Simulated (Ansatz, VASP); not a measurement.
**Ge: VASP beside Ansatz**

INCAR

```
SYSTEM = Ge
PREC     = Accurate       ! precision mode
ENCUT    = 520            ! plane-wave cutoff, eV
EDIFF    = 1E-6           ! SCF threshold, eV
ISMEAR   = 0              ! smearing method
SIGMA    = 0.1            ! smearing width, eV
LREAL    = .FALSE.        ! projectors in reciprocal space
LASPH    = .TRUE.         ! aspherical terms in the spheres
NELM     = 100            ! most SCF steps
ALGO     = Normal         ! electronic algorithm
ISIF     = 2              ! what is computed and relaxed
LWAVE    = .FALSE.        ! write WAVECAR
LCHARG   = .FALSE.        ! write CHGCAR
LDIPOL   = .TRUE.       
IDIPOL   = 3            
DIPOL    = 0.5 0.5 0.500
NBANDS   = 21             ! bands
```

File KPOINTS:

```
Automatic mesh
0
G
  12 12 1
  0 0 0
```

Contents of POSCAR:

```
Ge
1.0
    3.9580000000      0.0000000000      0.0000000000
   -1.9790000000      3.4277285482      0.0000000000
    0.0000000000      0.0000000000     28.0000000000
Ge
2
Direct
    0.3333333333      0.6666666667      0.5076607143
    0.6666666667      0.3333333333      0.4923392857
```

Input for Ansatz:

```yaml
crystal:
  lattice:
    - [3.958, 0.0, 0.0]
    - [-1.979, 3.4277285482, 0.0]
    - [0.0, 0.0, 28.0]
  atoms:
    - { symbol: Ge, position: [0.3333333333, 0.6666666667, 0.5076607143] }
    - { symbol: Ge, position: [0.6666666667, 0.3333333333, 0.4923392857] }
  periodic: [true, true, false]
basis:
  ecutwfc: 420
kpoints:
  mp_grid: { grid: [12, 12, 1] }
hamiltonian:
  xc: lda
  pseudopotentials: { kind: paw, azcp: { folder: soft_1 } }
scf:
  occupations: { method: gaussian, width: 0.1 }
output:
  forces: true
  stress: true
  eigenvalues: true
```

Alike in both runs: task single point; functional LDA; k mesh 12 × 12 × 1; occupations gaussian, width 0.1 eV; no spin polarisation.

|  | VASP | Ansatz |
| --- | --- | --- |
| version | VASP 6.6.1 | Ansatz 0.2.0 |
| potentials or method | VASP PAW LDA potentials, release 64 (Ge_d), cutoff 520 eV | scalar-relativistic, plane waves, PAW |
| valence electrons in the cell | 28 | 28 |

```tsv
	VASP	Ansatz	Ansatz less VASP
gap on the k mesh at the Fermi level (eV)	none	none	-
rms of the force components (eV/Å)	0.278	0.274	-0.0032
```

Ansatz warns that its potentials were made for another functional, while VASP's fit it. LDA's correlation is that of Perdew and Zunger in VASP and of Perdew and Wang (1992) in Ansatz. Atom by atom the forces differ by 0.003 eV/Å (rms over components). A gap of «none» marks a metal or a gap that the smearing closes.
